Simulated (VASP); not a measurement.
Here is a VASP 6.6.1 calculation.

INCAR

```
PREC = Accurate
ENCUT = 520
EDIFF = 1E-6
ISMEAR = 0
SIGMA = 0.01
LREAL = F
LASPH = T
NELM = 60
ALGO = Normal
ISIF = 2
LWAVE = F
LCHARG = F
GGA = CA
NBANDS = 16
```

File KPOINTS:

```
regular mesh
0
Gamma
  6 6 2
```

File POSCAR:

```
Si
1.0
    3.8321296575      0.0000000000      0.0000000000
   -1.9160648287      3.3187216340      0.0000000000
    0.0000000000      0.0000000000      6.3412164314
Si
4
Direct
    0.3333333333      0.6666666667      0.0005609359
    0.6666666667      0.3333333333      0.5005609359
    0.3333333333      0.6666666667      0.3744390641
    0.6666666667      0.3333333333      0.8744390641
```

Potentials or basis: VASP PAW LDA potentials, release 64 (Si).

Launch:

```console
$ cat potpaw_LDA.64/Si/POTCAR > POTCAR
$ mpirun -np 1 vasp_std > vasp.out
```

**Question.** Estimate the largest force.

**Answer.** 0.051 eV/Å.

**Question.** Estimate the band gap on the k mesh.

**Answer.** 0.32 eV, indirect (least direct gap 0.93 eV).

**Question.** Estimate the pressure.

**Answer.** -2.1 GPa.

Forces on the atoms (eV/Å):
```
Si   0.000  0.000 -0.051
Si   0.000  0.000 -0.051
Si   0.000  0.000  0.051
Si   0.000  0.000  0.051
```

Caveat: the k points lie up to 0.50 Å⁻¹ apart. A k mesh can miss the band edges.
